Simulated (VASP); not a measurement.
Te:

```
Te
1.0
     4.40946    0.00000    0.00000
    -2.20473    3.81870    0.00000
     0.00000    0.00000    5.92400
Te
3
Direct
  0.73100 0.73100 0.00000
  0.00000 0.26900 0.66667
  0.26900 0.00000 0.33333
```

```yaml
Program: VASP 6.6.1
Task: relaxation of the atoms
Functional: PBE
Potentials_or_basis: VASP PAW PBE potentials, release 64 (Te)
Cutoff: 520 eV
k_mesh: 6 × 6 × 4
Occupations: fermi-dirac, width 0.05 eV
Spin: no spin polarisation
```

At the start: pressure 2.4 GPa; volume 33.25 Å³/atom.

How do energy, volume and symmetry change on relaxing?

Over 4 steps the energy falls by 4.8 meV/atom at a fixed cell; space group P3_121 (No. 152, to 0.1 Å) before and after.

Step by step:
| step | energy change (eV) | largest force (eV/Å) | pressure (GPa) |
| --- | --- | --- | --- |
| 1 | 0.0000 | 0.2492 | 2.40 |
| 2 | -0.0075 | 0.1685 | 2.10 |
| 3 | -0.0142 | 0.0320 | 1.31 |
| 4 | -0.0145 | 0.0032 | 1.42 |

Final structure:
```xyz
3
Lattice="4.4095 0.0000 0.0000 -2.2047 3.8187 0.0000 0.0000 0.0000 5.9240" Properties=species:S:1:pos:R:3 pbc="T T T"
Te    1.5909    2.7556    0.0000
Te   -0.6138    1.0631    3.9493
Te    1.2276    0.0000    1.9747
```
